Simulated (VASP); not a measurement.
Input of a VASP 6.6.1 run:

Contents of INCAR:

```
SYSTEM = In3As
ALGO     = Fast           ! electronic algorithm
EDIFF    = 1E-7           ! SCF threshold, eV
ENCUT    = 520            ! plane-wave cutoff, eV
GGA      = PE             ! functional
ISIF     = 2              ! what is computed and relaxed
ISMEAR   = 0              ! smearing method
IVDW     = 12             ! dispersion correction
LASPH    = .TRUE.         ! aspherical terms in the spheres
LCHARG   = .FALSE.        ! write CHGCAR
LREAL    = .FALSE.        ! projectors in reciprocal space
LWAVE    = .FALSE.        ! write WAVECAR
NBANDS   = 30             ! bands
NELM     = 100            ! most SCF steps
PREC     = Accurate       ! precision mode
SIGMA    = 0.15           ! smearing width, eV
```

File KPOINTS:

```
k-points
0
G
  10 10 10
  0 0 0
```

POSCAR

```
In3As
1.0
    4.6021353856      0.0000000000      0.0000000000
    0.0000000000      4.6021353856      0.0000000000
    0.0000000000      0.0000000000      4.6021353856
In As
3 1
Direct
    0.0000000000      0.5000000000      0.5000000000
    0.5000000000      0.0000000000      0.5000000000
    0.5000000000      0.5000000000      0.0000000000
    0.0000000000     -0.0172853483     -0.0172853483
```

Potentials or basis: VASP PAW PBE potentials, release 64 (In_d, As).

Launch:

```sh
$ cat potpaw_PBE.64/In_d/POTCAR potpaw_PBE.64/As/POTCAR > POTCAR
$ mpirun -np 1 vasp_std > vasp.out
```

(1) Predict the band gap on the k mesh.

(2) Estimate the largest force.

Answers

(1) zero (bands 22 and 23 overlap by 4.11 eV).

(2) 0.092 eV/Å.

Caveat: the cell differs from its parent crystal (all As atoms moved +0.113 Å, as atom 4 towards its neighbour atom 1 (In) at 3.254 Å); spin-orbit coupling is left out, which moves the levels of the heavy elements.
